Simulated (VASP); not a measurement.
# La (Pm-3m) in VASP: further runs

Runs on La. Level: PBEsol. Tasks: relaxation of cell and atoms.

Program: VASP 6.6.1. These are calculated values, not measurements. Logs are shortened: lines on timing, memory, paths and dates and some standing lists are left out, and cuts for length are marked.

## (1) The cell of the first run

The structure is cubic, space group Pm-3m (No. 221). The conventional cell has a = 3.450 Å, b = 3.450 Å, c = 3.450 Å, α = 90.00°, β = 90.00°, γ = 90.00°. Within 4.5 Å of La (site symmetry m-3m) lie 6 La at 3.45 Å.

## (2) Relaxation of cell and atoms, PBEsol, target pressure 5 GPa, at which the enthalpy is minimised

INCAR

```
SYSTEM = La
PREC     = Accurate       ! precision mode
ENCUT    = 600            ! plane-wave cutoff, eV
EDIFF    = 1E-6           ! SCF threshold, eV
ISMEAR   = 1              ! smearing method
SIGMA    = 0.1            ! smearing width, eV
LREAL    = .False.        ! projectors in reciprocal space
LASPH    = .True.         ! aspherical terms in the spheres
NELM     = 100            ! most SCF steps
ALGO     = Normal         ! electronic algorithm
ISIF     = 3              ! what is computed and relaxed
LWAVE    = .False.        ! write WAVECAR
LCHARG   = .False.        ! write CHGCAR
GGA      = PS             ! functional
IBRION   = 2              ! ionic algorithm
NSW      = 80             ! ionic steps
EDIFFG   = -0.03          ! ionic threshold
PSTRESS  = 50.0
```

KPOINTS

```
Automatic mesh
0
Gamma
  5 5 5
  0 0 0
```

POSCAR

```
La
1.0
    3.4500000000      0.0000000000      0.0000000000
    0.0000000000      3.4500000000      0.0000000000
    0.0000000000      0.0000000000      3.4500000000
La
1
Direct
    0.0000000000      0.0000000000      0.0000000000
```

Potentials or basis: VASP PAW PBE potentials, release 64 (La).

The run is started by

```
cat potpaw_PBE.64/La/POTCAR > POTCAR
mpirun -np 1 vasp_std > vasp.out
```

OUTCAR:

```text
SYSTEM = La
   PREC = Accurate
   ENCUT = 600
   EDIFF = 1E-6
   ISMEAR = 1
   LREAL = .False.
   LASPH = .True.
   NELM = 100
   ISIF = 3
   GGA = PS
   IBRION = 2
   NSW = 80
   EDIFFG = -0.03
   PSTRESS = 50.0

 ion  position               nearest neighbor table
   1  0.000  0.000  0.000-

  LATTYP: Found a simple cubic cell.
 ALAT       =     3.4500000000

  Lattice vectors:

 A1 = (   3.4500000000,   0.0000000000,   0.0000000000)
 A2 = (   0.0000000000,   3.4500000000,   0.0000000000)
 A3 = (   0.0000000000,   0.0000000000,   3.4500000000)

Analysis of symmetry for initial positions (statically):
=====================================================================
 Subroutine PRICEL returns:
 Original cell was already a primitive cell.

 Routine SETGRP: Setting up the symmetry group for a
 simple cubic supercell.

 Subroutine GETGRP returns: Found 48 space group operations
 (whereof 48 operations were pure point group operations)
 out of a pool of 48 trial point group operations.

The static configuration has the point symmetry O_h .

Analysis of symmetry for dynamics (positions and initial velocities):
=====================================================================
 Subroutine PRICEL returns:
 Original cell was already a primitive cell.

 Routine SETGRP: Setting up the symmetry group for a
 simple cubic supercell.

 Subroutine GETGRP returns: Found 48 space group operations
 (whereof 48 operations were pure point group operations)
 out of a pool of 48 trial point group operations.

The dynamic configuration has the point symmetry O_h .

 Subroutine INISYM returns: Found 48 space group operations
 (whereof 48 operations are pure point group operations),
 and found     1 'primitive' translations

----------------------------------------------------------------------------------------

                                     Primitive cell

  volume of cell :      41.0636

  direct lattice vectors                    reciprocal lattice vectors
     3.450000000  0.000000000  0.000000000     0.289855072  0.000000000  0.000000000
     0.000000000  3.450000000  0.000000000     0.000000000  0.289855072  0.000000000
     0.000000000  0.000000000  3.450000000     0.000000000  0.000000000  0.289855072

  length of vectors
     3.450000000  3.450000000  3.450000000     0.289855072  0.289855072  0.289855072

  position of ions in fractional coordinates (direct lattice)
     0.000000000  0.000000000  0.000000000

  ion indices of the primitive-cell ions
   primitive index   ion index
                 1           1

----------------------------------------------------------------------------------------

 KPOINTS: Automatic mesh

Automatic generation of k-mesh.
 Grid dimensions read from file:
 generate k-points for:    5    5    5

 Generating k-lattice:

  Cartesian coordinates                     Fractional coordinates (reciprocal lattice)
     0.057971014  0.000000000  0.000000000     0.200000000  0.000000000  0.000000000
     0.000000000  0.057971014  0.000000000     0.000000000  0.200000000  0.000000000
     0.000000000  0.000000000  0.057971014     0.000000000  0.000000000  0.200000000

  Length of vectors
     0.057971014  0.057971014  0.057971014

  Shift w.r.t. Gamma in fractional coordinates (k-lattice)
     0.000000000  0.000000000  0.000000000

 Subroutine IBZKPT returns following result:
 ===========================================

 Found     10 irreducible k-points:

 Following reciprocal coordinates:
            Coordinates               Weight
  0.000000  0.000000  0.000000      1.000000
  0.200000  0.000000  0.000000      6.000000
  0.400000  0.000000  0.000000      6.000000
  0.200000  0.200000  0.000000     12.000000
  0.400000  0.200000  0.000000     24.000000
  0.400000  0.400000  0.000000     12.000000
  0.200000  0.200000  0.200000      8.000000
  0.400000  0.200000  0.200000     24.000000
  0.400000  0.400000  0.200000     24.000000
  0.400000  0.400000  0.400000      8.000000
   k-points           NKPTS =     10   k-points in BZ     NKDIM =     10   number of bands    NBANDS=      9
   number of dos      NEDOS =    301   number of ions     NIONS =      1
   total plane-waves  NPLWV =  21952
   dimension x,y,z NGX =    28 NGY =   28 NGZ =   28
   dimension x,y,z NGXF=    56 NGYF=   56 NGZF=   56
   ions per type =               1
   NGX,Y,Z   is equivalent  to a cutoff of  13.49, 13.49, 13.49 a.u.
   NGXF,Y,Z  is equivalent  to a cutoff of  26.98, 26.98, 26.98 a.u.
 SYSTEM =  La
   PREC   = accura    normal or accurate (medium, high low for compatibility)
   ISTART =      0    job   : 0-new  1-cont  2-samecut
   ICHARG =      2    charge: 1-file 2-atom 10-const
   ISPIN  =      1    spin polarized calculation?
   LNONCOLLINEAR =      F non collinear calculations
   LSORBIT =      F    spin-orbit coupling
   LASPH  =      T    aspherical Exc in radial PAW
   ENCUT  =  600.0 eV  44.10 Ry    6.64 a.u.   6.89  6.89  6.89*2*pi/ulx,y,z
   NELM   =    100;   NELMIN=  2; NELMDL= -5     # of ELM steps
   EDIFF  = 0.1E-05   stopping-criterion for ELM
   LREAL  =      F    real-space projection
   EDIFFG = -.3E-01   stopping-criterion for IOM
   NSW    =     80    number of steps for IOM
   IBRION =      2    ionic relax: 0-MD 1-quasi-New 2-CG
   NFREE  =      1    steps in history (QN), initial steepest desc. (CG)
   ISIF   =      3    stress and relaxation
   ISYM   =      2    0-nonsym 1-usesym 2-fastsym
   POTIM  = 0.5000    time-step for ionic-motion
   TEBEG  =    0.0;   TEEND  =   0.0 temperature during run
   PSTRESS=   50.0 pullay stress
   NELECT =      11.0000    total number of electrons
   NUPDOWN=      -1.0000    fix difference up-down
   EMIN   =  10.00;   EMAX   =-10.00  energy-range for DOS
   EFERMI =   0.00;   METHOD = LEGACY
   ISMEAR =     1;   SIGMA  =   0.10  broadening in eV -4-tet -1-fermi 0-gaus
   EFERMI_NEDOS =   21; number of points for ismear=-14 and -15
   IALGO  =     38    algorithm
   IMIX   =      4    mixing-type and parameters
     AMIX     =   0.40;   BMIX     =  1.00
     AMIX_MAG =   1.60;   BMIX_MAG =  1.00
  volume/ion in A,a.u.               =      41.06       277.11
  Fermi-wavevector in a.u.,A,eV,Ry     =   1.055326  1.994277 15.152984  1.113713
  Thomas-Fermi vector in A             =   2.190520
   LORBIT       =      0    0 simple, 1 ext, 2 COOP (PROOUT), +10 PAW based schemes
   GGA     = PS    functional components
   LHFCALC =     F    Hartree Fock is set to
   AEXX    =    0.0000 exact exchange contribution
   IVDW    =     0    specifies the selected vdW correction
   LEPSILON=     F    determine dielectric tensor
   LRPA    =     F    only Hartree local field effects (RPA)
 conjugate gradient relaxation of ions
 non-spin polarized calculation
 Methfessel and Paxton  Order N= 1 SIGMA  =   0.10
  energy-cutoff  :      600.00
  volume of cell :       41.06
 maximum number of plane-waves:      1384
 NGX is ok and might be reduce to    28
   NGX = 13   NGY = 13   NGZ = 13

--------------------------------------- Ionic step        1  -------------------------------------------

 number of electron      11.0000001 magnetization

 Free energy of the ion-electron system (eV)
  ---------------------------------------------------
  ext. energy  EPLUGINS =         0.00000000
  ---------------------------------------------------
  free energy    TOTEN  =        -4.78922644 eV

  energy without entropy =       -4.78819858  energy(sigma->0) =       -4.78888382

 E-fermi :   6.5559     XC(G=0):  -9.2307

 val. band max:        6.5001991609   @ k =   0.2000   0.2000   0.0000
 cond. band min:       6.7064261294   @ k =   0.2000   0.0000   0.0000
 fundamental gap:      0.2062269685
 Fermi energy:         6.5558590847

 k-point     1 :       0.0000    0.0000    0.0000
  band No.  band energies     occupation
      1     -26.5494      2.00000
      2      -9.4587      2.00000
      3      -9.4587      2.00000
      4      -9.4587      2.00000
      5       3.7219      2.00000
      6       5.6838      2.00000
      7       5.6838      2.00000
      8       8.3048     -0.00000
      9       8.3049     -0.00000
[... 298 lines left out ...]
  FREE ENERGIE OF THE ION-ELECTRON SYSTEM (eV)
  ---------------------------------------------------
  free  energy   TOTEN  =        -4.7869642380 eV

  energy  without entropy=       -4.7862052534  energy(sigma->0) =       -4.78671124

  enthalpy is  TOTEN    =        -3.9024289749 eV   P V=        0.8845352631

--------------------------------------- Ionic step        3  -------------------------------------------

 number of electron      11.0000000 magnetization

 Free energy of the ion-electron system (eV)
  ---------------------------------------------------
  ext. energy  EPLUGINS =         0.00000000
  ---------------------------------------------------
  free energy    TOTEN  =        -4.85820471 eV

  energy without entropy =       -4.85611596  energy(sigma->0) =       -4.85750846

 E-fermi :   9.9070     XC(G=0): -10.5316

 val. band max:        9.8812569240   @ k =   0.2000   0.2000   0.0000
 cond. band min:      10.1617112417   @ k =   0.4000   0.2000   0.2000
 fundamental gap:      0.2804543177
 Fermi energy:         9.9070018662

 k-point     1 :       0.0000    0.0000    0.0000
  band No.  band energies     occupation
      1     -23.3090      2.00000
      2      -5.2977      2.00000
      3      -5.2977      2.00000
      4      -5.2977      2.00000
      5       7.1730      2.00000
      6       8.2804      2.00000
      7       8.2804      2.00000
      8      12.0780      0.00000
      9      12.0780      0.00000
[... 128 lines left out ...]
 POSITION                                       TOTAL-FORCE (eV/Angst)
 -----------------------------------------------------------------------------------
      0.00000      0.00000      0.00000         0.000000      0.000000      0.000000
 -----------------------------------------------------------------------------------
    total drift:                               -0.000000      0.000000     -0.000000

  FREE ENERGIE OF THE ION-ELECTRON SYSTEM (eV)
  ---------------------------------------------------
  free  energy   TOTEN  =        -4.8582047136 eV

  energy  without entropy=       -4.8561159577  energy(sigma->0) =       -4.85750846

  enthalpy is  TOTEN    =        -3.9213418395 eV   P V=        0.9368628741

 reached required accuracy - stopping structural energy minimisation
```

Run time: 16 s. Hardware: 1 thread of AMD EPYC 9R45 (Zen 5), shared host; peak memory 0.14 GiB.

What came out:

| Quantity | Value |
| --- | --- |
| Free energy | -4.8582 eV |
| Relaxed volume | 30.02 Å³/atom |
| Relaxed cell | a = 3.108 Å, b = 3.108 Å, c = 3.108 Å, α = 90.00°, β = 90.00°, γ = 90.00° |
| Space group after relaxing (to 0.05 Å) | Pm-3m (No. 221) |
| Energy change on relaxing (the enthalpy is what falls) | -69.0 meV/atom |
| Ionic steps | 3 |
| Pressure after relaxing | 5.0 GPa |

The path:
```tsv
step	energy change (eV)	largest force (eV/Å)	pressure (GPa)	volume (Å³)
1	0.0000	0.0000	-4.40	41.06
2	0.0023	0.0000	8.55	28.34
3	-0.0690	0.0000	5.04	30.02
```

Final structure:
```
La
1.0
     3.10794    0.00000    0.00000
     0.00000    3.10794    0.00000
     0.00000    0.00000    3.10794
La
1
Direct
  0.00000 0.00000 0.00000
```

Caveat: the k points lie up to 0.40 Å⁻¹ apart in the final cell; the cell is relaxed towards a set pressure, so the enthalpy falls and the energy may rise; the volume moved by over 15 % at a fixed basis, so the end points are rough; the PAW data sets were made with another functional, which shifts forces and pressure a little; spin-orbit coupling is left out, which moves the levels of the heavy elements.

(Part 1 of 2 ends here.)
